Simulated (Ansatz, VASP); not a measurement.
## One calculation of Si2Mo, two programs

File INCAR:

```
SYSTEM = Si2Mo
PREC = Accurate ; ENCUT = 520
EDIFF = 1E-6 ; ISMEAR = -1
SIGMA = 0.03 ; LREAL = .FALSE.
LASPH = .TRUE. ; NELM = 80
ALGO = Normal ; ISIF = 2
LWAVE = .FALSE. ; LCHARG = .TRUE.
GGA = PS ; LELF = .TRUE.
LVHAR = .TRUE. ; NBANDS = 18
```

The input KPOINTS:

```
Automatic mesh
0
G
  12 12 16
  0 0 0
```

File POSCAR:

```
Si2Mo
1.0
   -1.6276525000      1.5883475000      3.9305000000
    1.5883475000     -1.6276525000      3.9305000000
    1.6116525000      1.6116525000     -3.9465000000
Si Mo
2 1
Direct
    0.3330000000      0.3330000000      0.0000000000
    0.6670000000      0.6670000000      0.0000000000
    0.0000000000      0.0000000000      0.0000000000
```

Input for Ansatz:

```yaml
crystal:
  lattice:
    - [-1.6276525, 1.5883475, 3.9305]
    - [1.5883475, -1.6276525, 3.9305]
    - [1.6116525, 1.6116525, -3.9465]
  atoms:
    - { symbol: Si, position: [0.333, 0.333, 0.0] }
    - { symbol: Si, position: [0.667, 0.667, 0.0] }
    - { symbol: Mo, position: [0.0, 0.0, 0.0] }
kpoints:
  mp_grid: { grid: [12, 12, 16] }
  band_path:
    path:
      - [0.0, 0.0, 0.0]
      - [-0.5, -0.5, 0.5]
      - [-0.9213913459, -0.0786086541, 0.5]
      - [-0.0786086541, 0.0786086541, -0.5]
      - [0.0, 0.0, -0.5]
      - [0.0, 0.0, 0.0]
      - [-0.5, 0.5, 0.0]
      - [-0.5, 0.0, 0.0]
      - [0.0, 0.0, 0.0]
    npoints: 5
scf:
  occupations: { method: fermi_dirac, width: 0.03 }
hamiltonian:
  xc: pbesol
  pseudopotentials: { kind: all_electron, lapw: { basis_error: 0.001 } }
output:
  forces: true
  stress: true
  eigenvalues: true
```

Change from the starting cell: equal xy, yz and zx shear strains of -1 %.

Alike in both runs: task single point; functional PBEsol; k mesh 12 × 12 × 16; occupations fermi-dirac, width 0.03 eV; no spin polarisation.

|  | VASP | Ansatz |
| --- | --- | --- |
| version | VASP 6.6.1 | Ansatz 0.2.0 |
| potentials or method | VASP PAW PBE potentials, release 64 (Si, Mo_sv), cutoff 520 eV | all-electron LAPW, scalar-relativistic |

Ansatz gave:

| Property | Result |
| --- | --- |
| pressure (GPa) | -2.6 |
| traceless stress, the component that is largest in VASP (GPa) | 2.06 |
| rms of the force components (eV/Å) | 0.156 |

Which values does VASP return?

Pressure (GPa): -2.3; traceless stress, the component that is largest in VASP (GPa): 2.06; rms of the force components (eV/Å): 0.154.

VASP's potentials were made for PBE, not for PBEsol. Atom by atom the forces differ by 0.002 eV/Å (rms over components). Ansatz ran all-electron here, and VASP with PAW potentials.
